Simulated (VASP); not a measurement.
PN, 2 atoms in the cell. The structure is orthorhombic, space group Pmmm (No. 47). The conventional cell has a = 2.282 Å, b = 2.927 Å, c = 3.371 Å, α = 90.00°, β = 90.00°, γ = 90.00°. P (site symmetry mmm) has 2 N at 1.69 Å and 2 P at 2.28 Å within 2.3 Å. Within 2.3 Å of N (site symmetry mmm) lie 2 P at 1.69 Å and 2 N at 2.28 Å. 

* Program: VASP 6.6.1
* Task: relaxation of cell and atoms
* Functional: PBE
* Dispersion: D3(BJ)
* Potentials or basis: VASP PAW PBE potentials, release 64 (P, N)
* Cutoff: 600 eV
* k mesh: 18 × 14 × 12
* Occupations: gaussian, width 0.1 eV
* Spin: no spin polarisation
* Dipole correction: no
* Further INCAR settings: ALGO = Normal; EDIFF = 1e-06; IBRION = 2; EDIFFG = -0.005; NSW = 100; ISIF = 3

Potentials or basis: VASP PAW PBE potentials, release 64 (P, N).

The run is started by

```sh
$ cat potpaw_PBE.64/P/POTCAR potpaw_PBE.64/N/POTCAR > POTCAR
$ mpirun -np 1 vasp_std > vasp.out
```

Hardware: 1 thread of Intel(R) Xeon(R) 6975P-C (Granite Rapids) (shared host).

Problem. Estimate the wall time of this run.

Solution. Wall time 110 s on 1 thread of Intel(R) Xeon(R) 6975P-C (Granite Rapids), on a shared host, peak memory 0.27 GiB. Counts: scf iterations 33, k points 560, ion steps 5.
